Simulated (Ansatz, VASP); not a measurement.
**One calculation of Zn3Se2S, two programs**

INCAR

```
SYSTEM = Zn3Se2S
PREC = Accurate
ENCUT = 520
EDIFF = 1E-6
ISMEAR = 0
SIGMA = 0.1
LREAL = .FALSE.
LASPH = .TRUE.
NELM = 100
ALGO = Normal
ISIF = 2
LWAVE = .FALSE.
LCHARG = .FALSE.
GGA = PE
NBANDS = 36
```

The input KPOINTS:

```
Automatic mesh
0
G
  6 6 6
  0 0 0
```

POSCAR

```
Zn3Se2S
1.0
   -1.9928331000      1.9928331000      8.4518954000
    1.9928331000     -1.9928331000      8.4518954000
    1.9928331000      1.9928331000     -8.4518954000
Zn Se S
3 2 1
Direct
    0.8275020000      0.8275020000      0.0000000000
    0.5000000000      0.5000000000      0.0000000000
    0.1724980000      0.1724980000      0.0000000000
    0.5862100000      0.0862100000      0.5000000000
    0.9137900000      0.4137900000      0.5000000000
    0.2500000000      0.7500000000      0.5000000000
```

Input for Ansatz:

```yaml
crystal:
  lattice:
    - [-1.9928331, 1.9928331, 8.4518954]
    - [1.9928331, -1.9928331, 8.4518954]
    - [1.9928331, 1.9928331, -8.4518954]
  atoms:
    - { symbol: Zn, position: [0.827502, 0.827502, 0.0] }
    - { symbol: Zn, position: [0.5, 0.5, 0.0] }
    - { symbol: Zn, position: [0.172498, 0.172498, 0.0] }
    - { symbol: Se, position: [0.58621, 0.08621, 0.5] }
    - { symbol: Se, position: [0.91379, 0.41379, 0.5] }
    - { symbol: S, position: [0.25, 0.75, 0.5] }
basis:
  ecutwfc: 420
kpoints:
  mp_grid: { grid: [6, 6, 6] }
hamiltonian:
  xc: pbe
scf:
  occupations: { method: gaussian, width: 0.1 }
  lower_state_search: "off"
output:
  forces: true
  stress: true
  eigenvalues: true
```

Alike in both runs: task single point; functional PBE; k mesh 6 × 6 × 6; occupations gaussian, width 0.1 eV; no spin polarisation.

|  | VASP | Ansatz |
| --- | --- | --- |
| version | VASP 6.6.1 | Ansatz 0.2.0 |
| potentials or method | VASP PAW PBE potentials, release 64 (Zn, Se, S), cutoff 520 eV | scalar-relativistic, plane waves, PAW |
| valence electrons in the cell | 54 | 74 |

VASP gave:

* gap on the k mesh at the Fermi level (eV): 1.36
* least direct gap on the mesh (eV): 1.36
* pressure (GPa): 0.2

Question: Estimate Ansatz's values.

Answer: gap on the k mesh at the Fermi level (eV): 1.36; least direct gap on the mesh (eV): 1.36; pressure (GPa): 0.0.

VASP's potentials hold 54 valence electrons a cell and Ansatz's 74, so a difference there can come from the potentials and not from the codes.
